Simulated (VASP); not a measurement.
## GaN: elastic constants with LDA

GaN:

```xyz
4
Lattice="3.1467 0.0000 0.0000 -1.5734 2.7252 0.0000 0.0000 0.0000 5.1302" Properties=species:S:1:pos:R:3 pbc="T T T"
Ga    0.0000    1.8168   -0.0036
Ga    1.5734    0.9084    2.5615
N     0.0000    1.8168    1.9274
N     1.5734    0.9084    4.4925
```

- Program: VASP 6.6.1
- Task: elastic constants
- Functional: LDA
- Potentials or basis: VASP PAW LDA potentials, release 64 (Ga_d, N)
- Cutoff: 600 eV
- k mesh: 8 × 8 × 4
- Occupations: gaussian, width 0.01 eV
- Spin: no spin polarisation
- Dipole correction: no
- Ions in elastic constants: relaxed
- Further INCAR settings: ALGO = Normal; EDIFF = 1e-08; IBRION = 6; POTIM = 0.015; NSW = 1; ISIF = 3

```json
{
 "Voigt bulk modulus": "208 GPa",
 "Highest phonon frequency at Γ, LO-TO splitting left out": "706 cm⁻¹"
}
```

Phonon frequencies in cm⁻¹ (negative: imaginary):
| q point | frequencies |
| --- | --- |
| (0.000, 0.000, 0.000) | 0 0 0 139 139 340 547 569 569 579 579 706 |

Elastic tensor in Voigt notation (GPa, in the Cartesian axes of the cell as first typed):
```
372 145 106   0   0   0
145 372 106   0   0   0
106 106 417   0   0   0
  0   0   0  95   0   0
  0   0   0   0  95   0
  0   0   0   0   0 114
```

Clamped-ion elastic tensor (GPa):
```
447 112  67   0   0   0
112 447  67   0   0   0
 67  67 490   0   0   0
  0   0   0 116   0   0
  0   0   0   0 116   0
  0   0   0   0   0 167
```

It took 19 min on 1 thread of Oxide Virtual Turin-like Processor, with other jobs on the host, peak memory 0.31 GiB.

Caveat: the cell is under stress, which shifts elastic constants.
